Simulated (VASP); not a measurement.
# PtS2 (P1) in VASP: single point with PBE

Aim: the single point of PtS2 with PBE.

Everything below comes from runs of VASP 6.6.1. Logs are shortened: lines on timing, memory, paths and dates and some standing lists are left out, and cuts for length are marked.

### 1 The cell of the first run

The typed cell holds 3 atoms: a = 3.543 Å, b = 3.543 Å, c = 5.039 Å, α = 90.00°, β = 90.00°, γ = 120.00°.

### 2 Single point, PBE (one atom moved)

The input, INCAR:

```
PREC     = Accurate       # precision mode
ENCUT    = 520            # plane-wave cutoff, eV
EDIFF    = 1E-7           # SCF threshold, eV
ISMEAR   = 0              # smearing method
SIGMA    = 0.05           # smearing width, eV
LREAL    = False          # projectors in reciprocal space
LASPH    = True           # aspherical terms in the spheres
NELM     = 80             # most SCF steps
ALGO     = Normal         # electronic algorithm
ISIF     = 2              # what is computed and relaxed
LWAVE    = False          # write WAVECAR
LCHARG   = False          # write CHGCAR
GGA      = PE             # functional
NBANDS   = 18             # bands
```

The input, KPOINTS:

```
Automatic mesh
0
Gamma
  12 12 8
```

The input, POSCAR:

```
PtS2
1.0
    3.5431994758      0.0000000000      0.0000000000
   -1.7715997379      3.0685007567      0.0000000000
    0.0000000000      0.0000000000      5.0388000000
Pt S
1 2
Direct
    0.0000000000      0.0000000000      0.0000000000
    0.3363424573      0.6860344312      0.2769270461
    0.6666666667      0.3333333333      0.7500000000
```

Potentials or basis: VASP PAW PBE potentials, release 64 (Pt, S).

Command:

```bash
> cat potpaw_PBE.64/Pt/POTCAR potpaw_PBE.64/S/POTCAR > POTCAR
> mpirun -np 1 vasp_std > vasp.out
```

OUTCAR:

```text
PREC = Accurate
   ENCUT = 520
   EDIFF = 1E-7
   ISMEAR = 0
   LREAL = False
   LASPH = True
   NELM = 80
   ISIF = 2
   GGA = PE

 ion  position               nearest neighbor table
   1  0.000  0.000  0.000-   3 2.40   3 2.40   3 2.40   2 2.44   2 2.47   2 2.53
   2  0.336  0.686  0.277-   1 2.44   1 2.47   1 2.53
   3  0.667  0.333  0.750-   1 2.40   1 2.40   1 2.40

  LATTYP: Found a hexagonal cell.
 ALAT       =     3.5431994758
 C/A-ratio  =     1.4221045229

  Lattice vectors:

 A1 = (   3.5431994758,   0.0000000000,   0.0000000000)
 A2 = (  -1.7715997379,   3.0685007567,   0.0000000000)
 A3 = (   0.0000000000,   0.0000000000,   5.0388000000)

Analysis of symmetry for initial positions (statically):
=====================================================================
 Subroutine PRICEL returns:
 Original cell was already a primitive cell.

 Routine SETGRP: Setting up the symmetry group for a
 hexagonal supercell.

 Subroutine GETGRP returns: Found  1 space group operations
 (whereof  1 operations were pure point group operations)
 out of a pool of 24 trial point group operations.

The static configuration has the point symmetry C_1 .

Analysis of symmetry for dynamics (positions and initial velocities):
=====================================================================
 Subroutine PRICEL returns:
 Original cell was already a primitive cell.

 Routine SETGRP: Setting up the symmetry group for a
 hexagonal supercell.

 Subroutine GETGRP returns: Found  1 space group operations
 (whereof  1 operations were pure point group operations)
 out of a pool of 24 trial point group operations.

The dynamic configuration has the point symmetry C_1 .

 Subroutine INISYM returns: Found  1 space group operations
 (whereof  1 operations are pure point group operations),
 and found     1 'primitive' translations

----------------------------------------------------------------------------------------

                                     Primitive cell

  volume of cell :      54.7834

  direct lattice vectors                    reciprocal lattice vectors
     3.543199476  0.000000000  0.000000000     0.282230794  0.162946025  0.000000000
    -1.771599738  3.068500757  0.000000000     0.000000000  0.325892049  0.000000000
     0.000000000  0.000000000  5.038800000     0.000000000  0.000000000  0.198459951

  length of vectors
     3.543199476  3.543199476  5.038800000     0.325892049  0.325892049  0.198459951

  position of ions in fractional coordinates (direct lattice)
     0.000000000  0.000000000  0.000000000
     0.336342457  0.686034431  0.276927046
     0.666666667  0.333333333  0.750000000

  ion indices of the primitive-cell ions
   primitive index   ion index
                 1           1
                 2           2
                 3           3

----------------------------------------------------------------------------------------

 KPOINTS: Automatic mesh

Automatic generation of k-mesh.
 Grid dimensions read from file:
 generate k-points for:   12   12    8

 Generating k-lattice:

  Cartesian coordinates                     Fractional coordinates (reciprocal lattice)
     0.023519233  0.013578835  0.000000000     0.083333333  0.000000000  0.000000000
     0.000000000  0.027157671  0.000000000     0.000000000  0.083333333  0.000000000
     0.000000000  0.000000000  0.024807494     0.000000000  0.000000000  0.125000000

  Length of vectors
     0.027157671  0.027157671  0.024807494

  Shift w.r.t. Gamma in fractional coordinates (k-lattice)
     0.000000000  0.000000000  0.000000000

 Subroutine IBZKPT returns following result:
 ===========================================

 Found    580 irreducible k-points:

 Following reciprocal coordinates:
            Coordinates               Weight
  0.000000  0.000000  0.000000      1.000000
  0.083333  0.000000  0.000000      2.000000
  0.000000  0.083333  0.000000      2.000000
 -0.083333  0.083333  0.000000      2.000000
  0.166667  0.000000  0.000000      2.000000
  0.000000  0.166667  0.000000      2.000000
[... 16 lines left out ...]
  0.166667  0.083333  0.000000      2.000000
 -0.083333  0.250000  0.000000      2.000000
 [... further k-points ...]
   k-points           NKPTS =    580   k-points in BZ     NKDIM =    580   number of bands    NBANDS=     18
   number of dos      NEDOS =    301   number of ions     NIONS =      3
   total plane-waves  NPLWV =  31360
   dimension x,y,z NGX =    28 NGY =   28 NGZ =   40
   dimension x,y,z NGXF=    56 NGYF=   56 NGZF=   80
   ions per type =               1   2
   NGX,Y,Z   is equivalent  to a cutoff of  13.14, 13.14, 13.20 a.u.
   NGXF,Y,Z  is equivalent  to a cutoff of  26.28, 26.28, 26.39 a.u.
 SYSTEM =  unknown system
   PREC   = accura    normal or accurate (medium, high low for compatibility)
   ISTART =      0    job   : 0-new  1-cont  2-samecut
   ICHARG =      2    charge: 1-file 2-atom 10-const
   ISPIN  =      1    spin polarized calculation?
   LNONCOLLINEAR =      F non collinear calculations
   LSORBIT =      F    spin-orbit coupling
   LASPH  =      T    aspherical Exc in radial PAW
   ENCUT  =  520.0 eV  38.22 Ry    6.18 a.u.   6.59  6.59  9.37*2*pi/ulx,y,z
   NELM   =     80;   NELMIN=  2; NELMDL= -5     # of ELM steps
   EDIFF  = 0.1E-06   stopping-criterion for ELM
   LREAL  =      F    real-space projection
   EDIFFG = 0.1E-05   stopping-criterion for IOM
   NSW    =      0    number of steps for IOM
   IBRION =     -1    ionic relax: 0-MD 1-quasi-New 2-CG
   NFREE  =      0    steps in history (QN), initial steepest desc. (CG)
   ISIF   =      2    stress and relaxation
   ISYM   =      2    0-nonsym 1-usesym 2-fastsym
   POTIM  = 0.5000    time-step for ionic-motion
   TEBEG  =    0.0;   TEEND  =   0.0 temperature during run
   PSTRESS=    0.0 pullay stress
   NELECT =      22.0000    total number of electrons
   NUPDOWN=      -1.0000    fix difference up-down
   EMIN   =  10.00;   EMAX   =-10.00  energy-range for DOS
   EFERMI =   0.00;   METHOD = LEGACY
   ISMEAR =     0;   SIGMA  =   0.05  broadening in eV -4-tet -1-fermi 0-gaus
   EFERMI_NEDOS =   21; number of points for ismear=-14 and -15
   IALGO  =     38    algorithm
   IMIX   =      4    mixing-type and parameters
     AMIX     =   0.40;   BMIX     =  1.00
     AMIX_MAG =   1.60;   BMIX_MAG =  1.00
  volume/ion in A,a.u.               =      18.26       123.23
  Fermi-wavevector in a.u.,A,eV,Ry     =   1.207812  2.282434 19.848319  1.458810
  Thomas-Fermi vector in A             =   2.343439
   LORBIT       =      0    0 simple, 1 ext, 2 COOP (PROOUT), +10 PAW based schemes
   GGA     = PE    functional components
   LHFCALC =     F    Hartree Fock is set to
   AEXX    =    0.0000 exact exchange contribution
   IVDW    =     0    specifies the selected vdW correction
   LEPSILON=     F    determine dielectric tensor
   LRPA    =     F    only Hartree local field effects (RPA)
 non-spin polarized calculation
 Gauss-broadening in eV      SIGMA  =   0.05
  energy-cutoff  :      520.00
  volume of cell :       54.78
 maximum number of plane-waves:      1507
   NGX = 13   NGY = 13   NGZ = 19

 number of electron      22.0000000 magnetization

 Free energy of the ion-electron system (eV)
  ---------------------------------------------------
  ext. energy  EPLUGINS =         0.00000000
  ---------------------------------------------------
  free energy    TOTEN  =       -15.21301510 eV

  energy without entropy =      -15.21300790  energy(sigma->0) =      -15.21301150

 E-fermi :   7.0409     XC(G=0): -10.7565

 val. band max:        6.9707081791   @ k =   0.0000   0.0000   0.0000
 cond. band min:       7.1209121665   @ k =   0.3333   0.3333   0.0000
 fundamental gap:      0.1502039873
 Fermi energy:         7.0408762336

 k-point     1 :       0.0000    0.0000    0.0000
  band No.  band energies     occupation
      1      -8.2518      2.00000
      2      -5.5284      2.00000
      3      -0.2121      2.00000
      4       0.7387      2.00000
      5       0.8038      2.00000
      6       3.1924      2.00000
[... 10 lines left out ...]
     17      15.0553      0.00000
     18      19.4670      0.00000

 k-point     2 :       0.0833    0.0000    0.0000
  band No.  band energies     occupation
      1      -8.1683      2.00000
      2      -5.5567      2.00000
      3      -0.1121      2.00000
      4       0.7836      2.00000
      5       0.8528      2.00000
      6       3.0634      2.00000
[... 10 lines left out ...]
     17      15.2104      0.00000
     18      18.0921      0.00000

 k-point     3 :       0.0000    0.0833    0.0000
  band No.  band energies     occupation
      1      -8.1692      2.00000
      2      -5.5550      2.00000
      3      -0.1147      2.00000
      4       0.7841      2.00000
      5       0.8443      2.00000
      6       3.1013      2.00000
[... 10 lines left out ...]
     17      15.2973      0.00000
     18      18.2555      0.00000

 k-point     4 :      -0.0833    0.0833    0.0000
  band No.  band energies     occupation
      1      -8.1679      2.00000
      2      -5.5577      2.00000
      3      -0.1107      2.00000
      4       0.7859      2.00000
      5       0.8556      2.00000
      6       3.0629      2.00000
[... 10 lines left out ...]
     17      15.1270      0.00000
     18      18.0357      0.00000

 k-point     5 :       0.1667    0.0000    0.0000
  band No.  band energies     occupation
      1      -7.9271      2.00000
      2      -5.6347      2.00000
      3       0.1727      2.00000
      4       0.9162      2.00000
      5       0.9879      2.00000
      6       2.6319      2.00000
[... 10 lines left out ...]
     17      15.7950      0.00000
     18      16.5770      0.00000

 k-point     6 :       0.0000    0.1667    0.0000
  band No.  band energies     occupation
      1      -7.9305      2.00000
      2      -5.6289      2.00000
      3       0.1599      2.00000
      4       0.9044      2.00000
      5       0.9733      2.00000
      6       2.6812      2.00000
[... 10 lines left out ...]
     17      15.8944      0.00000
     18      16.7073      0.00000

 k-point     7 :      -0.1667    0.1667    0.0000
  band No.  band energies     occupation
      1      -7.9254      2.00000
      2      -5.6380      2.00000
      3       0.1794      2.00000
      4       0.9275      2.00000
      5       0.9945      2.00000
      6       2.6098      2.00000
[... 10 lines left out ...]
     17      15.7276      0.00000
     18      16.5033      0.00000

 k-point     8 :       0.2500   -0.0000    0.0000
  band No.  band energies     occupation
      1      -7.5576      2.00000
      2      -5.7461      2.00000
      3       0.5640      2.00000
      4       1.1031      2.00000
      5       1.1864      2.00000
      6       1.9026      2.00000
[... 10 lines left out ...]
     17      15.7577      0.00000
     18      15.9496      0.00000
[... 229 lines left out ...]
     17      14.6591      0.00000
     18      17.8900      0.00000

 k-point    20 :       0.0833    0.0833    0.0000
  band No.  band energies     occupation
      1      -8.0079      2.00000
      2      -5.6058      2.00000
      3       0.0747      2.00000
      4       0.8552      2.00000
      5       0.9404      2.00000
      6       2.8723      2.00000
[... 10 lines left out ...]
     17      15.7206      0.00000
     18      17.0746      0.00000

 k-point    21 :      -0.0833    0.1667    0.0000
  band No.  band energies     occupation
      1      -8.0067      2.00000
      2      -5.6084      2.00000
      3       0.0787      2.00000
      4       0.8700      2.00000
      5       0.9399      2.00000
      6       2.8958      2.00000
[... 10 lines left out ...]
     17      15.6903      0.00000
     18      16.9751      0.00000

 k-point    22 :      -0.1667    0.0833    0.0000
  band No.  band energies     occupation
      1      -8.0044      2.00000
      2      -5.6127      2.00000
      3       0.0864      2.00000
      4       0.8838      2.00000
      5       0.9483      2.00000
      6       2.8626      2.00000
[... 10 lines left out ...]
     17      15.6448      0.00000
     18      16.8266      0.00000

 k-point    23 :       0.1667    0.0833    0.0000
  band No.  band energies     occupation
      1      -7.7027      2.00000
      2      -5.6985      2.00000
      3       0.4229      2.00000
      4       0.9793      2.00000
      5       1.1255      2.00000
      6       2.3194      2.00000
[... 10 lines left out ...]
     17      15.8843      0.00000
     18      16.1274      0.00000

 k-point    24 :      -0.0833    0.2500    0.0000
  band No.  band energies     occupation
      1      -7.7036      2.00000
      2      -5.6975      2.00000
      3       0.4160      2.00000
      4       0.9925      2.00000
      5       1.1189      2.00000
      6       2.3558      2.00000
[... 10 lines left out ...]
     17      15.8654      0.00000
     18      16.1949      0.00000

 [... further k-points ...]

------------------------ aborting loop because EDIFF is reached ----------------------------------------

  FORCE on cell =-STRESS in cart. coord.  units (eV):
  Direction    XX          YY          ZZ          XY          YZ          ZX
  --------------------------------------------------------------------------------------
  -------------------------------------------------------------------------------------
  Total       -0.0290712     -0.3483566     -1.7926482     -0.0810118     -0.4176674      0.1993968
  in kB       -0.8502062    -10.1879231    -52.4272048     -2.3692457    -12.2149631      5.8314923
  external PRESSURE =     -21.1551114 kB  Pullay stress =       0.0000000 kB

 VOLUME and BASIS-vectors are now :
 -----------------------------------------------------------------------------
  energy-cutoff  :      520.00
  volume of cell :       54.78
      direct lattice vectors                 reciprocal lattice vectors
     3.543199476  0.000000000  0.000000000     0.282230794  0.162946025  0.000000000
    -1.771599738  3.068500757  0.000000000     0.000000000  0.325892049  0.000000000
     0.000000000  0.000000000  5.038800000     0.000000000  0.000000000  0.198459951

 POSITION                                       TOTAL-FORCE (eV/Angst)
 -----------------------------------------------------------------------------------
      0.00000      0.00000      0.00000        -0.153315      0.340007      0.984475
     -0.02365      2.10510      1.39538         0.163087     -0.354732     -1.575310
      1.77160      1.02283      3.77910        -0.009771      0.014724      0.590835
 -----------------------------------------------------------------------------------
    total drift:                                0.000006      0.000012     -0.000020

  FREE ENERGIE OF THE ION-ELECTRON SYSTEM (eV)
  ---------------------------------------------------
  free  energy   TOTEN  =       -15.2130150981 eV

  energy  without entropy=      -15.2130079031  energy(sigma->0) =      -15.21301150
```

Run time: 10 min. Hardware: 1 thread of Oxide Virtual Turin-like, shared host; peak memory 0.58 GiB.

What came out:

```
Free energy            : -15.2130 eV
Pressure               : -2.1 GPa
Largest force          : 1.623 eV/Å
Band gap on the k mesh : 0.15 eV, indirect (least direct gap 0.63 eV)
```

Forces on the atoms (eV/Å):
```
Pt  -0.153  0.340  0.984
S    0.163 -0.355 -1.575
S   -0.010  0.015  0.591
```

Stress tensor (GPa, compression positive):
```
-0.09 -0.24  0.58
-0.24 -1.02 -1.22
 0.58 -1.22 -5.24
```

Caveat: the cell differs from its parent crystal (one atom moved); spin-orbit coupling is left out, which moves the levels of the heavy elements; forces of over 1 eV/Å act on the atoms, so gaps and moduli don't describe the material at rest. A k mesh can miss the band edges.
